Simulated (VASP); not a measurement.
Write the native input for VASP 6.6.1 that does the following.

```
Task                   : single point
Functional             : r2SCAN
Potentials or basis    : VASP PAW PBE potentials, release 64 (Rb_sv, Sr_sv, Br)
Cutoff                 : 520 eV
k mesh                 : 4 × 4 × 4
Occupations            : gaussian, width 0.01 eV
Spin                   : no spin polarisation
Dipole correction      : no
Further INCAR settings : ALGO = Normal; EDIFF = 1e-07; NBANDS = 28
```

The system is RbSrBr3.

```
Rb Sr Br
1.0
     5.94608    0.00000    0.00000
     0.00000    5.94608    0.00000
     0.00000    0.00000    6.03527
Rb Sr Br
1 1 3
Direct
  0.00000 0.00000 0.00000
  0.50000 0.50000 0.50000
  0.50000 0.50000 0.00000
  0.50000 0.00000 0.50000
  0.00000 0.50000 0.50000
```

This cell differs from its parent crystal: uniaxial z strain +1.5%.

These files were run (other wordings do the same):

POSCAR

```
RbSrBr3
1.0
    5.9460751198      0.0000000000      0.0000000000
    0.0000000000      5.9460751198      0.0000000000
    0.0000000000      0.0000000000      6.0352662465
Rb Sr Br
1 1 3
Direct
    0.0000000000      0.0000000000      0.0000000000
    0.5000000000      0.5000000000      0.5000000000
    0.5000000000      0.5000000000      0.0000000000
    0.5000000000      0.0000000000      0.5000000000
    0.0000000000      0.5000000000      0.5000000000
```

INCAR.step1

```
PREC = Accurate
ENCUT = 520
ISMEAR = 0
SIGMA = 0.01
LREAL = F
LASPH = T
NELM = 100
NBANDS = 28
GGA = PE
ALGO = Normal
EDIFF = 1E-4
LWAVE = T
LCHARG = F
```

INCAR.step2

```
PREC = Accurate
ENCUT = 520
EDIFF = 1E-7
ISMEAR = 0
SIGMA = 0.01
LREAL = F
LASPH = T
NELM = 100
ALGO = Normal
ISIF = 2
LWAVE = F
LCHARG = F
METAGGA = R2SCAN
LMIXTAU = T
NBANDS = 28
ISTART = 1
```

KPOINTS

```
Automatic mesh
0
Gamma
  4 4 4
```

Potentials or basis: VASP PAW PBE potentials, release 64 (Rb_sv, Sr_sv, Br).

Command:

```console
$ cat potpaw_PBE.64/Rb_sv/POTCAR potpaw_PBE.64/Sr_sv/POTCAR potpaw_PBE.64/Br/POTCAR > POTCAR
$ cp INCAR.step1 INCAR
$ mpirun -np 1 vasp_std > vasp.out
$ cp INCAR.step2 INCAR
$ mpirun -np 1 vasp_std > vasp.out
```

Results of the run:

```
Pressure               : -0.2 GPa
Band gap on the k mesh : 4.56 eV (least direct gap 4.81 eV)
```

Caveat: the cell differs from its parent crystal (uniaxial z strain +1.5%); the PAW data sets were made with another functional, which shifts forces and pressure a little.

Run time: 7.7 min on 1 thread of Intel Xeon 8259CL (shared host), peak memory 0.44 GiB.
